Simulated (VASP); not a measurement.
# MgB2 (P6/mmm) in VASP: a series of runs

Runs on MgB2. Level: PBEsol. Tasks: single point.

All numbers are computed with VASP 6.6.1; they aren't measurements. Logs are shortened: lines on timing, memory, paths and dates and some standing lists are left out, and cuts for length are marked.

### 1 The cell of the first run

It takes space group P6/mmm (No. 191, hexagonal). The conventional cell has a = 3.062 Å, b = 3.062 Å, c = 3.504 Å, α = 90.00°, β = 90.00°, γ = 120.00°. Mg (site symmetry 6/mmm) has 12 B at 2.49 Å and 6 Mg at 3.06 Å within 3.3 Å. Within 2.3 Å of B (site symmetry -6m2) lie 3 B at 1.77 Å.

### 2 Single point, PBEsol

Contents of INCAR:

```
SYSTEM = MgB2
  PREC = Accurate
  ENCUT = 520
  EDIFF = 1E-7
  ISMEAR = 0
  SIGMA = 0.1
  LREAL = .False.
  LASPH = .True.
  NELM = 60
  ALGO = Normal
  ISIF = 2
  LWAVE = .False.
  LCHARG = .True.
  GGA = PS
  LELF = .True.
  LVHAR = .True.
  NBANDS = 11
```

Contents of KPOINTS:

```
regular mesh
0
Gamma
  15 15 12
  0 0 0
```

Contents of POSCAR:

```
MgB2
1.0
    3.0616909777      0.0000000000      0.0000000000
   -1.5308454889      2.6515021652      0.0000000000
    0.0000000000      0.0000000000      3.5044564168
Mg B
1 2
Direct
    0.0000000000      0.0000000000      0.0000000000
    0.3333333333      0.6666666667      0.5000000000
    0.6666666667      0.3333333333      0.5000000000
```

Potentials or basis: VASP PAW PBE potentials, release 64 (Mg, B).

Run with:

```
$ cat potpaw_PBE.64/Mg/POTCAR potpaw_PBE.64/B/POTCAR > POTCAR
$ mpirun -np 1 vasp_std > vasp.out
```

OUTCAR:

```text
SYSTEM = MgB2
   PREC = Accurate
   ENCUT = 520
   EDIFF = 1E-7
   ISMEAR = 0
   LREAL = .False.
   LASPH = .True.
   NELM = 60
   ISIF = 2
   GGA = PS

 ion  position               nearest neighbor table
   1  0.000  0.000  0.000-   2 2.49   3 2.49   2 2.49   3 2.49   3 2.49   3 2.49   2 2.49   2 2.49
                             3 2.49   3 2.49   2 2.49   2 2.49
   2  0.333  0.667  0.500-   3 1.77   3 1.77   3 1.77   1 2.49   1 2.49   1 2.49   1 2.49   1 2.49
                             1 2.49
   3  0.667  0.333  0.500-   2 1.77   2 1.77   2 1.77   1 2.49   1 2.49   1 2.49   1 2.49   1 2.49
                             1 2.49

  LATTYP: Found a hexagonal cell.
 ALAT       =     3.0616909777
 C/A-ratio  =     1.1446146728

  Lattice vectors:

 A1 = (   3.0616909777,   0.0000000000,   0.0000000000)
 A2 = (  -1.5308454889,   2.6515021652,   0.0000000000)
 A3 = (   0.0000000000,   0.0000000000,   3.5044564168)

Analysis of symmetry for initial positions (statically):
=====================================================================
 Subroutine PRICEL returns:
 Original cell was already a primitive cell.

 Routine SETGRP: Setting up the symmetry group for a
 hexagonal supercell.

 Subroutine GETGRP returns: Found 24 space group operations
 (whereof 24 operations were pure point group operations)
 out of a pool of 24 trial point group operations.

The static configuration has the point symmetry D_6h.

Analysis of symmetry for dynamics (positions and initial velocities):
=====================================================================
 Subroutine PRICEL returns:
 Original cell was already a primitive cell.

 Routine SETGRP: Setting up the symmetry group for a
 hexagonal supercell.

 Subroutine GETGRP returns: Found 24 space group operations
 (whereof 24 operations were pure point group operations)
 out of a pool of 24 trial point group operations.

The dynamic configuration has the point symmetry D_6h.

 Subroutine INISYM returns: Found 24 space group operations
 (whereof 24 operations are pure point group operations),
 and found     1 'primitive' translations

----------------------------------------------------------------------------------------

                                     Primitive cell

  volume of cell :      28.4495

  direct lattice vectors                    reciprocal lattice vectors
     3.061690978  0.000000000  0.000000000     0.326616895  0.188572352  0.000000000
    -1.530845489  2.651502165  0.000000000     0.000000000  0.377144704  0.000000000
     0.000000000  0.000000000  3.504456417     0.000000000  0.000000000  0.285350959

  length of vectors
     3.061690978  3.061690978  3.504456417     0.377144704  0.377144704  0.285350959

  position of ions in fractional coordinates (direct lattice)
     0.000000000  0.000000000  0.000000000
     0.333333333  0.666666667  0.500000000
     0.666666667  0.333333333  0.500000000

  ion indices of the primitive-cell ions
   primitive index   ion index
                 1           1
                 2           2
                 3           3

----------------------------------------------------------------------------------------

 KPOINTS: regular mesh

Automatic generation of k-mesh.
 Grid dimensions read from file:
 generate k-points for:   15   15   12

 Generating k-lattice:

  Cartesian coordinates                     Fractional coordinates (reciprocal lattice)
     0.021774460  0.012571490  0.000000000     0.066666667  0.000000000  0.000000000
     0.000000000  0.025142980  0.000000000     0.000000000  0.066666667  0.000000000
     0.000000000  0.000000000  0.023779247     0.000000000  0.000000000  0.083333333

  Length of vectors
     0.025142980  0.025142980  0.023779247

  Shift w.r.t. Gamma in fractional coordinates (k-lattice)
     0.000000000  0.000000000  0.000000000

 Subroutine IBZKPT returns following result:
 ===========================================

 Found    189 irreducible k-points:

 Following reciprocal coordinates:
            Coordinates               Weight
  0.000000  0.000000  0.000000      1.000000
  0.066667 -0.000000  0.000000      6.000000
  0.133333  0.000000  0.000000      6.000000
  0.200000 -0.000000  0.000000      6.000000
  0.266667  0.000000  0.000000      6.000000
  0.333333  0.000000  0.000000      6.000000
[... 16 lines left out ...]
  0.333333  0.200000  0.000000     12.000000
  0.400000  0.200000  0.000000      6.000000
 [... further k-points ...]
   k-points           NKPTS =    189   k-points in BZ     NKDIM =    189   number of bands    NBANDS=     11
   number of dos      NEDOS =    301   number of ions     NIONS =      3
   total plane-waves  NPLWV =  16128
   dimension x,y,z NGX =    24 NGY =   24 NGZ =   28
   dimension x,y,z NGXF=    48 NGYF=   48 NGZF=   56
   ions per type =               1   2
   NGX,Y,Z   is equivalent  to a cutoff of  13.03, 13.03, 13.28 a.u.
   NGXF,Y,Z  is equivalent  to a cutoff of  26.06, 26.06, 26.57 a.u.
 SYSTEM =  MgB2
   PREC   = accura    normal or accurate (medium, high low for compatibility)
   ISTART =      0    job   : 0-new  1-cont  2-samecut
   ICHARG =      2    charge: 1-file 2-atom 10-const
   ISPIN  =      1    spin polarized calculation?
   LNONCOLLINEAR =      F non collinear calculations
   LSORBIT =      F    spin-orbit coupling
   LASPH  =      T    aspherical Exc in radial PAW
   ENCUT  =  520.0 eV  38.22 Ry    6.18 a.u.   5.69  5.69  6.52*2*pi/ulx,y,z
   NELM   =     60;   NELMIN=  2; NELMDL= -5     # of ELM steps
   EDIFF  = 0.1E-06   stopping-criterion for ELM
   LREAL  =      F    real-space projection
   EDIFFG = 0.1E-05   stopping-criterion for IOM
   NSW    =      0    number of steps for IOM
   IBRION =     -1    ionic relax: 0-MD 1-quasi-New 2-CG
   NFREE  =      0    steps in history (QN), initial steepest desc. (CG)
   ISIF   =      2    stress and relaxation
   ISYM   =      2    0-nonsym 1-usesym 2-fastsym
   POTIM  = 0.5000    time-step for ionic-motion
   TEBEG  =    0.0;   TEEND  =   0.0 temperature during run
   PSTRESS=    0.0 pullay stress
   NELECT =       8.0000    total number of electrons
   NUPDOWN=      -1.0000    fix difference up-down
   EMIN   =  10.00;   EMAX   =-10.00  energy-range for DOS
   EFERMI =   0.00;   METHOD = LEGACY
   ISMEAR =     0;   SIGMA  =   0.10  broadening in eV -4-tet -1-fermi 0-gaus
   EFERMI_NEDOS =   21; number of points for ismear=-14 and -15
   IALGO  =     38    algorithm
   IMIX   =      4    mixing-type and parameters
     AMIX     =   0.40;   BMIX     =  1.00
     AMIX_MAG =   1.60;   BMIX_MAG =  1.00
  volume/ion in A,a.u.               =       9.48        64.00
  Fermi-wavevector in a.u.,A,eV,Ry     =   1.072540  2.026807 15.651353  1.150342
  Thomas-Fermi vector in A             =   2.208313
   LORBIT       =      0    0 simple, 1 ext, 2 COOP (PROOUT), +10 PAW based schemes
   GGA     = PS    functional components
   LHFCALC =     F    Hartree Fock is set to
   AEXX    =    0.0000 exact exchange contribution
   IVDW    =     0    specifies the selected vdW correction
   LEPSILON=     F    determine dielectric tensor
   LRPA    =     F    only Hartree local field effects (RPA)
 non-spin polarized calculation
 Gauss-broadening in eV      SIGMA  =   0.10
  energy-cutoff  :      520.00
  volume of cell :       28.45
 maximum number of plane-waves:       781
 NGX is ok and might be reduce to    24
   NGX = 11   NGY = 11   NGZ = 13

 number of electron       8.0000000 magnetization

 Free energy of the ion-electron system (eV)
  ---------------------------------------------------
  ext. energy  EPLUGINS =         0.00000000
  ---------------------------------------------------
  free energy    TOTEN  =       -16.22458488 eV

  energy without entropy =      -16.22052178  energy(sigma->0) =      -16.22255333

 E-fermi :   5.3400     XC(G=0): -11.0730

 val. band max:        5.3341264589   @ k =   0.0667   0.0667   0.2500
 cond. band min:       5.3440236225   @ k =   0.0667  -0.0000   0.0000
 fundamental gap:      0.0098971636
 Fermi energy:         5.3400246396

 k-point     1 :       0.0000    0.0000    0.0000
  band No.  band energies     occupation
      1      -7.1796      2.00000
      2       2.3457      2.00000
      3       5.7499      0.00000
      4       5.7499      0.00000
      5       6.9850      0.00000
      6      11.7385      0.00000
      7      11.7385      0.00000
      8      13.7231      0.00000
      9      15.4866      0.00000
     10      18.1502      0.00000
     11      21.6116      0.00000

 k-point     2 :       0.0667   -0.0000    0.0000
  band No.  band energies     occupation
      1      -7.1014      2.00000
      2       2.4222      2.00000
      3       5.3440      0.95490
      4       5.5572      0.00213
      5       7.0529      0.00000
      6      11.6979      0.00000
      7      12.0902      0.00000
      8      13.8818      0.00000
      9      15.2009      0.00000
     10      18.5488      0.00000
     11      21.2396      0.00000

 k-point     3 :       0.1333    0.0000    0.0000
  band No.  band energies     occupation
      1      -6.8672      2.00000
      2       2.6505      2.00000
      3       4.3224      2.00000
      4       5.0927      1.99953
      5       7.2654      0.00000
      6      11.4689      0.00000
      7      13.0275      0.00000
      8      14.3290      0.00000
      9      14.4074      0.00000
     10      19.6023      0.00000
     11      20.4815      0.00000
[... 267 lines left out ...]
 k-point    23 :       0.3333    0.2000    0.0000
  band No.  band energies     occupation
      1      -3.4913      2.00000
      2      -1.2756      2.00000
      3       0.9781      2.00000
      4       5.7294      0.00000
      5       8.5903      0.00000
      6      10.4427      0.00000
      7      11.8077      0.00000
      8      13.6564      0.00000
      9      15.1078      0.00000
     10      17.3630      0.00000
     11      18.2965      0.00000

 k-point    24 :       0.4000    0.2000    0.0000
  band No.  band energies     occupation
      1      -2.7538      2.00000
      2      -2.1116      2.00000
      3       0.8846      2.00000
      4       6.1283      0.00000
      5       8.1068      0.00000
      6      11.0253      0.00000
      7      11.3145      0.00000
      8      13.5940      0.00000
      9      14.9570      0.00000
     10      17.3591      0.00000
     11      19.3300      0.00000

 [... further k-points ...]
[... 5 lines left out ...]
  --------------------------------------------------------------------------------------
  -------------------------------------------------------------------------------------
  Total        0.0156798      0.0156798     -0.0261266     -0.0000000     -0.0000000      0.0000000
  in kB        0.8830350      0.8830350     -1.4713641     -0.0000000     -0.0000000      0.0000000
  external PRESSURE =       0.0982353 kB  Pullay stress =       0.0000000 kB

 VOLUME and BASIS-vectors are now :
 -----------------------------------------------------------------------------
  energy-cutoff  :      520.00
  volume of cell :       28.45
      direct lattice vectors                 reciprocal lattice vectors
     3.061690978  0.000000000  0.000000000     0.326616895  0.188572352  0.000000000
    -1.530845489  2.651502165  0.000000000     0.000000000  0.377144704  0.000000000
     0.000000000  0.000000000  3.504456417     0.000000000  0.000000000  0.285350959

 POSITION                                       TOTAL-FORCE (eV/Angst)
 -----------------------------------------------------------------------------------
      0.00000      0.00000      0.00000         0.000000      0.000000      0.000000
     -0.00000      1.76767      1.75223         0.000000      0.000000     -0.000000
      1.53085      0.88383      1.75223        -0.000000     -0.000000      0.000000
 -----------------------------------------------------------------------------------
    total drift:                                0.000000     -0.000000      0.000000

  FREE ENERGIE OF THE ION-ELECTRON SYSTEM (eV)
  ---------------------------------------------------
  free  energy   TOTEN  =       -16.2245848798 eV

  energy  without entropy=      -16.2205217839  energy(sigma->0) =      -16.22255333
```

It took 25 s on 1 thread of AMD EPYC 9R45 (Zen 5), shared host; peak memory 0.16 GiB.

What came out:

* Free energy: -16.2246 eV
* Pressure: 0.0 GPa
* Band gap on the k mesh: zero (band 4 reaches 7.16 eV, above the bottom of band 5 at 3.29 eV)

Stress tensor (GPa, compression positive):
```
 0.09  0.00  0.00
 0.00  0.09  0.00
 0.00  0.00 -0.15
```

Levels at points of the mesh, in eV from the Fermi level:
```tsv
k point	band 1	band 2	band 3	band 4	band 5	band 6	band 7	band 8	band 9
(0.00, 0.00, 0.00)	-12.52	-2.99	0.41	0.41	1.64	6.40	6.40	8.38	10.15
(0.00, 0.00, 0.50)	-11.22	-7.54	0.79	0.79	6.71	6.71	8.11	10.06	10.25
```

Caveat: the PAW data sets were made with another functional, which shifts forces and pressure a little.

### 3 Single point, PBEsol

Contents of INCAR:

```
SYSTEM = MgB2
ALGO = Normal ; EDIFF = 1E-7
ENCUT = 520 ; GGA = PS
ISIF = 2 ; ISMEAR = 0
LASPH = .True. ; LCHARG = .False.
LREAL = .False. ; LWAVE = .False.
NBANDS = 11 ; NELM = 60
PREC = Accurate ; SIGMA = 0.15
```

Contents of KPOINTS:

```
k-points
0
Gamma
  18 18 14
  0 0 0
```

POSCAR is that of step 2.

Potentials or basis: VASP PAW PBE potentials, release 64 (Mg, B).

Run with:

```
$ cat potpaw_PBE.64/Mg/POTCAR potpaw_PBE.64/B/POTCAR > POTCAR
$ mpirun -np 1 vasp_std > vasp.out
```

Run time: 40 s. Hardware: 1 thread of AMD EPYC 9R45 (Zen 5), shared host; peak memory 0.19 GiB.

Results (log left out):

| Quantity | Value |
| --- | --- |
| Free energy | -16.2272 eV |
| Pressure | 0.0 GPa |
| Band gap on the k mesh | zero (band 4 reaches 7.16 eV, above the bottom of band 5 at 3.29 eV) |

Stress tensor (GPa, compression positive):
```
 0.38  0.00  0.00
 0.00  0.38  0.00
 0.00  0.00 -0.65
```

Levels at points of the mesh, in eV from the Fermi level:
| k point | band 1 | band 2 | band 3 | band 4 | band 5 | band 6 | band 7 | band 8 | band 9 |
| --- | --- | --- | --- | --- | --- | --- | --- | --- | --- |
| (0.00, 0.00, 0.00) | -12.51 | -2.99 | 0.42 | 0.42 | 1.65 | 6.41 | 6.41 | 8.39 | 10.16 |
| (0.50, 0.00, 0.00) | -8.55 | -7.90 | -2.17 | 0.21 | 3.12 | 3.92 | 5.38 | 7.27 | 12.73 |
| (0.00, 0.00, 0.50) | -11.21 | -7.53 | 0.80 | 0.80 | 6.73 | 6.73 | 8.11 | 10.07 | 10.26 |
| (0.50, 0.00, 0.50) | -7.55 | -6.98 | -3.61 | -1.88 | -1.31 | 5.86 | 8.94 | 9.03 | 13.20 |

Caveat: the PAW data sets were made with another functional, which shifts forces and pressure a little.

### 4 Single point, PBEsol (strained)

Contents of INCAR:

```
PREC = Accurate
ENCUT = 520
EDIFF = 1E-7
ISMEAR = 0
SIGMA = 0.1
LREAL = False
LASPH = True
NELM = 80
ALGO = Normal
ISIF = 2
LWAVE = False
LCHARG = True
GGA = PS
LELF = True
LVHAR = True
NBANDS = 11
```

Contents of KPOINTS:

```
Automatic mesh
0
Gamma
  15 15 12
```

Contents of POSCAR:

```
MgB2
1.0
    3.1086009609      0.0000000000      0.0000000000
   -1.5543004805      2.6921274024      0.0000000000
    0.0000000000      0.0000000000      3.6556409500
Mg B
1 2
Direct
    0.0000000000      0.0000000000      0.0000000000
    0.3333333333      0.6666666667      0.5000000000
    0.6666666667      0.3333333333      0.5000000000
```

Run with:

```
$ cat potpaw_PBE.64/Mg/POTCAR potpaw_PBE.64/B/POTCAR > POTCAR
$ mpirun -np 1 vasp_std > vasp.out
```

Wall time 26 s (1 thread of Intel Xeon Platinum 8488C (Sapphire Rapids), shared host); peak memory 0.19 GiB.

The run converged. Its results:

| Quantity | Value |
| --- | --- |
| Free energy | -16.1557 eV |
| Pressure | -8.9 GPa |
| Band gap on the k mesh | zero (band 4 reaches 6.49 eV, above the bottom of band 5 at 2.97 eV) |

Stress tensor (GPa, compression positive):
```
 -7.68   0.00   0.00
  0.00  -7.68   0.00
  0.00   0.00 -11.45
```

Levels at points of the mesh, in eV from the Fermi level:
| k point | band 2 | band 3 | band 4 | band 5 | band 6 | band 7 |
| --- | --- | --- | --- | --- | --- | --- |
| (0.00, 0.00, 0.00) | -3.13 | 0.46 | 0.46 | 1.01 | 6.33 | 6.33 |
| (0.00, 0.00, 0.50) | -7.30 | 0.77 | 0.77 | 6.64 | 6.64 | 7.95 |

Caveat: the cell differs from its parent crystal (strained); the PAW data sets were made with another functional, which shifts forces and pressure a little.

### 5 The runs side by side

```csv
cell,k mesh,smearing,gap on the mesh (eV),pressure (GPa)
"a = 3.062, b = 3.062, c = 3.504 Å, angles 90.0, 90.0, 120.0°, 3 atoms",15 × 15 × 12,gaussian 0.1 eV,none,0.0
"a = 3.062, b = 3.062, c = 3.504 Å, angles 90.0, 90.0, 120.0°, 3 atoms",18 × 18 × 14,gaussian 0.15 eV,none,0.0
"a = 3.109, b = 3.109, c = 3.656 Å, angles 90.0, 90.0, 120.0°, 3 atoms",15 × 15 × 12,gaussian 0.1 eV,none,-8.9
```

Alike in all rows: task single point; level PBEsol; potentials or basis VASP PAW PBE potentials, release 64 (Mg, B); no spin polarisation; cutoff (eV) 520.

Caveats: the PAW data sets were made with another functional, which shifts forces and pressure a little.

Total energies depend on the potentials used, so only differences within one code and one set of settings carry meaning.
